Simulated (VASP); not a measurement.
# Ge (I4_1/amd) in VASP: relaxation of cell and atoms with LDA

Aim: the relaxation of cell and atoms of Ge with LDA.

Everything below comes from runs of VASP 6.6.1. Logs are shortened: lines on timing, memory, paths and dates and some standing lists are left out, and cuts for length are marked.

## 1. The cell of the first run

Symmetry: I4_1/amd, No. 141, tetragonal system. Conventional cell: a = 4.554 Å, b = 4.554 Å, c = 2.468 Å, α = 90.00°, β = 90.00°, γ = 90.00°. Within 3.1 Å of Ge (site symmetry -4m2) lie 10 Ge at 2.36 to 2.93 Å.

## 2. Relaxation of cell and atoms, LDA, target pressure 61 GPa, at which the enthalpy is minimised

The input, INCAR:

```
PREC = Accurate
ENCUT = 600
EDIFF = 1E-6
ISMEAR = -1
SIGMA = 0.08
LREAL = F
LASPH = T
NELM = 60
ALGO = Normal
ISIF = 3
LWAVE = F
LCHARG = F
GGA = CA
IBRION = 2
NSW = 32
EDIFFG = -0.005
PSTRESS = 610.0
```

The input, KPOINTS:

```
regular mesh
0
Gamma
  17 17 17
```

The input, POSCAR:

```
Ge
1.0
   -2.2771181739      2.2771181739      1.2342468195
    2.2771181739     -2.2771181739      1.2342468195
    2.2771181739      2.2771181739     -1.2342468195
Ge
2
Direct
   -0.3750000000     -0.1250000000     -0.2500000000
    0.3750000000      0.1250000000      0.2500000000
```

Potentials or basis: VASP PAW LDA potentials, release 64 (Ge_d).

Started as:

```sh
> cat potpaw_LDA.64/Ge_d/POTCAR > POTCAR
> mpirun -np 1 vasp_std > vasp.out
```

OUTCAR:

```text
PREC = Accurate
   ENCUT = 600
   EDIFF = 1E-6
   ISMEAR = -1
   LREAL = F
   LASPH = T
   NELM = 60
   ISIF = 3
   GGA = CA
   IBRION = 2
   NSW = 32
   EDIFFG = -0.005
   PSTRESS = 610.0

 ion  position               nearest neighbor table
   1  0.625  0.875  0.750-   2 2.36   2 2.36   2 2.36   2 2.36
   2  0.375  0.125  0.250-   1 2.36   1 2.36   1 2.36   1 2.36

  LATTYP: Found a body centered tetragonal cell.
 ALAT       =     4.5542363478
 C/A-ratio  =     0.5420214171

  Lattice vectors:

 A1 = (  -2.2771181739,   2.2771181739,   1.2342468195)
 A2 = (   2.2771181739,  -2.2771181739,   1.2342468195)
 A3 = (   2.2771181739,   2.2771181739,  -1.2342468195)

Analysis of symmetry for initial positions (statically):
=====================================================================
 Subroutine PRICEL returns:
 Original cell was already a primitive cell.

 Routine SETGRP: Setting up the symmetry group for a
 body centered tetragonal supercell.

 Subroutine GETGRP returns: Found 16 space group operations
 (whereof  4 operations were pure point group operations)
 out of a pool of 16 trial point group operations.

The static configuration has the point symmetry C_2h.
 The point group associated with its full space group is D_4h.

Analysis of symmetry for dynamics (positions and initial velocities):
=====================================================================
 Subroutine PRICEL returns:
 Original cell was already a primitive cell.

 Routine SETGRP: Setting up the symmetry group for a
 body centered tetragonal supercell.

 Subroutine GETGRP returns: Found 16 space group operations
 (whereof  4 operations were pure point group operations)
 out of a pool of 16 trial point group operations.

The dynamic configuration has the point symmetry C_2h.
 The point group associated with its full space group is D_4h.

 Subroutine INISYM returns: Found 16 space group operations
 (whereof  4 operations are pure point group operations),
 and found     1 'primitive' translations

----------------------------------------------------------------------------------------

                                     Primitive cell

  volume of cell :      25.5996

  direct lattice vectors                    reciprocal lattice vectors
    -2.277118174  2.277118174  1.234246820     0.000000000  0.219575780  0.405105358
     2.277118174 -2.277118174  1.234246820     0.219575780  0.000000000  0.405105358
     2.277118174  2.277118174 -1.234246820     0.219575780  0.219575780  0.000000000

  length of vectors
     3.448753335  3.448753335  3.448753335     0.460786148  0.460786148  0.310527047

  position of ions in fractional coordinates (direct lattice)
     0.625000000  0.875000000  0.750000000
     0.375000000  0.125000000  0.250000000

  ion indices of the primitive-cell ions
   primitive index   ion index
                 1           1
                 2           2

----------------------------------------------------------------------------------------

 KPOINTS: regular mesh

Automatic generation of k-mesh.
 Grid dimensions read from file:
 generate k-points for:   17   17   17

 Generating k-lattice:

  Cartesian coordinates                     Fractional coordinates (reciprocal lattice)
     0.000000000  0.012916222  0.023829727     0.058823529  0.000000000  0.000000000
     0.012916222  0.000000000  0.023829727     0.000000000  0.058823529  0.000000000
     0.012916222  0.012916222  0.000000000     0.000000000  0.000000000  0.058823529

  Length of vectors
     0.027105068  0.027105068  0.018266297

  Shift w.r.t. Gamma in fractional coordinates (k-lattice)
     0.000000000  0.000000000  0.000000000

 Subroutine IBZKPT returns following result:
 ===========================================

 Found    405 irreducible k-points:

 Following reciprocal coordinates:
            Coordinates               Weight
  0.000000  0.000000  0.000000      1.000000
  0.058824  0.000000 -0.000000      8.000000
  0.117647  0.000000 -0.000000      8.000000
  0.176471  0.000000  0.000000      8.000000
  0.235294  0.000000 -0.000000      8.000000
  0.294118 -0.000000  0.000000      8.000000
[... 16 lines left out ...]
 -0.176471  0.058824  0.000000     16.000000
 -0.117647  0.058824 -0.000000     16.000000
 [... further k-points ...]
   k-points           NKPTS =    405   k-points in BZ     NKDIM =    405   number of bands    NBANDS=     18
   number of dos      NEDOS =    301   number of ions     NIONS =      2
   total plane-waves  NPLWV =  21952
   dimension x,y,z NGX =    28 NGY =   28 NGZ =   28
   dimension x,y,z NGXF=    56 NGYF=   56 NGZF=   56
   ions per type =               2
   NGX,Y,Z   is equivalent  to a cutoff of  13.50, 13.50, 13.50 a.u.
   NGXF,Y,Z  is equivalent  to a cutoff of  26.99, 26.99, 26.99 a.u.
 SYSTEM =  unknown system
   PREC   = accura    normal or accurate (medium, high low for compatibility)
   ISTART =      0    job   : 0-new  1-cont  2-samecut
   ICHARG =      2    charge: 1-file 2-atom 10-const
   ISPIN  =      1    spin polarized calculation?
   LNONCOLLINEAR =      F non collinear calculations
   LSORBIT =      F    spin-orbit coupling
   LASPH  =      T    aspherical Exc in radial PAW
   ENCUT  =  600.0 eV  44.10 Ry    6.64 a.u.   6.89  6.89  6.89*2*pi/ulx,y,z
   NELM   =     60;   NELMIN=  2; NELMDL= -5     # of ELM steps
   EDIFF  = 0.1E-05   stopping-criterion for ELM
   LREAL  =      F    real-space projection
   EDIFFG = -.5E-02   stopping-criterion for IOM
   NSW    =     32    number of steps for IOM
   IBRION =      2    ionic relax: 0-MD 1-quasi-New 2-CG
   NFREE  =      1    steps in history (QN), initial steepest desc. (CG)
   ISIF   =      3    stress and relaxation
   ISYM   =      2    0-nonsym 1-usesym 2-fastsym
   POTIM  = 0.5000    time-step for ionic-motion
   TEBEG  =    0.0;   TEEND  =   0.0 temperature during run
   PSTRESS=  610.0 pullay stress
   NELECT =      28.0000    total number of electrons
   NUPDOWN=      -1.0000    fix difference up-down
   EMIN   =  10.00;   EMAX   =-10.00  energy-range for DOS
   EFERMI =   0.00;   METHOD = LEGACY
   ISMEAR =    -1;   SIGMA  =   0.08  broadening in eV -4-tet -1-fermi 0-gaus
   EFERMI_NEDOS =   21; number of points for ismear=-14 and -15
   IALGO  =     38    algorithm
   IMIX   =      4    mixing-type and parameters
     AMIX     =   0.40;   BMIX     =  1.00
     AMIX_MAG =   1.60;   BMIX_MAG =  1.00
  volume/ion in A,a.u.               =      12.80        86.38
  Fermi-wavevector in a.u.,A,eV,Ry     =   1.686746  3.187489 38.710118  2.845113
  Thomas-Fermi vector in A             =   2.769356
   LORBIT       =      0    0 simple, 1 ext, 2 COOP (PROOUT), +10 PAW based schemes
   GGA     = CA    functional components
   LHFCALC =     F    Hartree Fock is set to
   AEXX    =    0.0000 exact exchange contribution
   IVDW    =     0    specifies the selected vdW correction
   LEPSILON=     F    determine dielectric tensor
   LRPA    =     F    only Hartree local field effects (RPA)
 conjugate gradient relaxation of ions
 non-spin polarized calculation
  energy-cutoff  :      600.00
  volume of cell :       25.60
 maximum number of plane-waves:       868
   NGX = 13   NGY = 13   NGZ = 13

--------------------------------------- Ionic step        1  -------------------------------------------

 number of electron      28.0000020 magnetization

 Free energy of the ion-electron system (eV)
  ---------------------------------------------------
  ext. energy  EPLUGINS =         0.00000000
  ---------------------------------------------------
  free energy    TOTEN  =        -8.59179325 eV

  energy without entropy =       -8.58070083  energy(sigma->0) =       -8.58624704

------------------------ aborting loop because EDIFF is reached ----------------------------------------

  FORCE on cell =-STRESS in cart. coord.  units (eV):
  Direction    XX          YY          ZZ          XY          YZ          ZX
  --------------------------------------------------------------------------------------
  -------------------------------------------------------------------------------------
  Total        9.8649749      9.8649749      9.8682415      0.0000000      0.0000000      0.0000000
  in kB      617.4096628    617.4096628    617.6141054      0.0000000      0.0000000      0.0000000
  external PRESSURE =       7.4778103 kB  Pullay stress =     610.0000000 kB

 VOLUME and BASIS-vectors are now :
 -----------------------------------------------------------------------------
  energy-cutoff  :      600.00
  volume of cell :       25.60
      direct lattice vectors                 reciprocal lattice vectors
    -2.277118174  2.277118174  1.234246820     0.000000000  0.219575780  0.405105358
     2.277118174 -2.277118174  1.234246820     0.219575780  0.000000000  0.405105358
     2.277118174  2.277118174 -1.234246820     0.219575780  0.219575780  0.000000000
[... 46 lines left out ...]
  FREE ENERGIE OF THE ION-ELECTRON SYSTEM (eV)
  ---------------------------------------------------
  free  energy   TOTEN  =        -8.6755333638 eV

  energy  without entropy=       -8.6643601963  energy(sigma->0) =       -8.66994678

  enthalpy is  TOTEN    =         1.1555628139 eV   P V=        9.8310961777

--------------------------------------- Ionic step        3  -------------------------------------------

 number of electron      28.0000021 magnetization

 Free energy of the ion-electron system (eV)
  ---------------------------------------------------
  ext. energy  EPLUGINS =         0.00000000
  ---------------------------------------------------
  free energy    TOTEN  =        -8.61761964 eV

  energy without entropy =       -8.60650227  energy(sigma->0) =       -8.61206095

 E-fermi :  11.4492     XC(G=0): -13.6189

 val. band max:       11.4461379216   @ k =   0.3529   0.1765   0.0000
 cond. band min:      11.4552600984   @ k =  -0.2353   0.2353   0.0000
 fundamental gap:      0.0091221769
 Fermi energy:        11.4492405227

 k-point     1 :       0.0000    0.0000    0.0000
  band No.  band energies     occupation
      1     -14.1745      2.00000
      2     -14.0340      2.00000
      3     -14.0268      2.00000
      4     -13.9807      2.00000
      5     -13.6626      2.00000
      6     -13.6626      2.00000
[... 10 lines left out ...]
     17      21.6211      0.00000
     18      22.8155      0.00000
[... 463 lines left out ...]
 k-point    24 :      -0.1176    0.0588   -0.0000
  band No.  band energies     occupation
      1     -14.1619      2.00000
      2     -14.0243      2.00000
      3     -14.0105      2.00000
      4     -13.9695      2.00000
      5     -13.6785      2.00000
      6     -13.6713      2.00000
[... 10 lines left out ...]
     17      21.1775      0.00000
     18      21.6411      0.00000

 [... further k-points ...]

------------------------ aborting loop because EDIFF is reached ----------------------------------------

  FORCE on cell =-STRESS in cart. coord.  units (eV):
  Direction    XX          YY          ZZ          XY          YZ          ZX
  --------------------------------------------------------------------------------------
  -------------------------------------------------------------------------------------
  Total        9.7671714      9.7671714      9.7665801     -0.0000000      0.0000000      0.0000000
  in kB      609.6839643    609.6839643    609.6470588     -0.0000000      0.0000000      0.0000000
  external PRESSURE =      -0.3283375 kB  Pullay stress =     610.0000000 kB

 VOLUME and BASIS-vectors are now :
 -----------------------------------------------------------------------------
  energy-cutoff  :      600.00
  volume of cell :       25.67
      direct lattice vectors                 reciprocal lattice vectors
    -2.279095866  2.279095866  1.235348348     0.000000000  0.219385243  0.404744136
     2.279095866 -2.279095866  1.235348348     0.219385243  0.000000000  0.404744136
     2.279095866  2.279095866 -1.235348348     0.219385243  0.219385243  0.000000000

 POSITION                                       TOTAL-FORCE (eV/Angst)
 -----------------------------------------------------------------------------------
      2.27910      1.13955      0.92651         0.000000     -0.000000     -0.000000
      0.00000      1.13955      0.30884        -0.000000      0.000000      0.000000
 -----------------------------------------------------------------------------------
    total drift:                                0.000000      0.000000     -0.000000

  FREE ENERGIE OF THE ION-ELECTRON SYSTEM (eV)
  ---------------------------------------------------
  free  energy   TOTEN  =        -8.6176196379 eV

  energy  without entropy=       -8.6065022704  energy(sigma->0) =       -8.61206095

  enthalpy is  TOTEN    =         1.1546146236 eV   P V=        9.7722342614

 reached required accuracy - stopping structural energy minimisation
```

Wall time 9.7 min (1 thread of Intel Xeon 8259CL, shared host); peak memory 0.3 GiB.

What came out:

```
Free energy                                                : -8.6176 eV
Relaxed volume                                             : 12.83 Å³/atom
Relaxed cell                                               : a = 3.452 Å, b = 3.452 Å, c = 3.452 Å, α = 97.36°, β = 97.36°, γ = 138.06°
Space group after relaxing (to 0.1 Å)                      : I4_1/amd (No. 141)
Energy change on relaxing (the run minimises the enthalpy) : -12.9 meV/atom
Ionic steps                                                : 3
Pressure after relaxing                                    : 61.0 GPa
Band gap on the k mesh                                     : zero (bands 14 and 15 overlap by 8.00 eV)
```

The path:
| step | energy change (eV) | largest force (eV/Å) | pressure (GPa) | volume (Å³) |
| --- | --- | --- | --- | --- |
| 1 | 0.0000 | 0.0000 | 61.75 | 25.60 |
| 2 | -0.0837 | 0.0000 | 59.01 | 25.82 |
| 3 | -0.0258 | 0.0000 | 60.97 | 25.67 |

Final structure:
```
Ge
1.0
    -2.27910    2.27910    1.23535
     2.27910   -2.27910    1.23535
     2.27910    2.27910   -1.23535
Ge
2
Direct
  0.62500 0.87500 0.75000
  0.37500 0.12500 0.25000
```

Caveat: the cell is relaxed towards a set pressure, so the run minimises the enthalpy, not the energy.
